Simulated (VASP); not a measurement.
# HfB2: single point with PBE

HfB2:

```
Hf B
1.0
     3.35148    0.00000    0.00000
    -1.67574    2.90247    0.00000
     0.00000    0.00000    3.40118
Hf B
1 2
Direct
  0.00000 0.00000 0.98781
  0.33333 0.66667 0.50610
  0.66667 0.33333 0.50610
```

This cell differs from its parent crystal: strained and its atoms moved.

```json
{
  "Program": "VASP 6.6.1",
  "Task": "single point",
  "Functional": "PBE",
  "Potentials or basis": "VASP PAW PBE potentials, release 64 (Hf_pv, B)",
  "Cutoff": "520 eV",
  "k mesh": "12 × 12 × 12",
  "Occupations": "gaussian, width 0.1 eV",
  "Spin": "no spin polarisation",
  "Dipole correction": "no",
  "Further INCAR settings": "ALGO = Normal; EDIFF = 1e-06; NBANDS = 15"
}
```

```
Pressure               : -21.9 GPa
Largest force          : 0.752 eV/Å
Band gap on the k mesh : zero (band 8 reaches 7.47 eV, above the bottom of band 9 at 6.38 eV)
```

Forces in eV/Å, atoms in the order of the input:
```
Hf   0.000  0.000  0.752
B    0.000  0.000 -0.376
B    0.000  0.000 -0.376
```

Stress tensor (GPa, compression positive):
```
-30.95   0.00   0.00
  0.00 -30.95   0.00
  0.00   0.00  -3.71
```

Levels at points of the mesh, in eV from the Fermi level:
```
           k point  band 5  band 6  band 7  band 8  band 9  band 10  band 11  band 12
(0.00, 0.00, 0.00)   -3.25   -3.25   -2.57   -1.77    2.96     3.36     3.36     4.15
(0.50, 0.00, 0.00)   -8.99   -3.46   -3.14   -2.76    2.24     2.60     4.26     4.68
(0.00, 0.00, 0.50)   -7.80   -1.48   -1.48   -0.48   -0.48     0.90     0.90     3.45
(0.50, 0.00, 0.50)   -7.10   -4.92   -4.37   -2.95    3.02     4.76     4.99     6.36
```

Run time: 26 s on 1 thread of Intel(R) Xeon(R) 6975P-C (Granite Rapids), with other jobs on the host, peak memory 0.2 GiB.

Caveat: the cell differs from its parent crystal (strained and its atoms moved); spin-orbit coupling is left out, which moves the levels of the heavy elements.
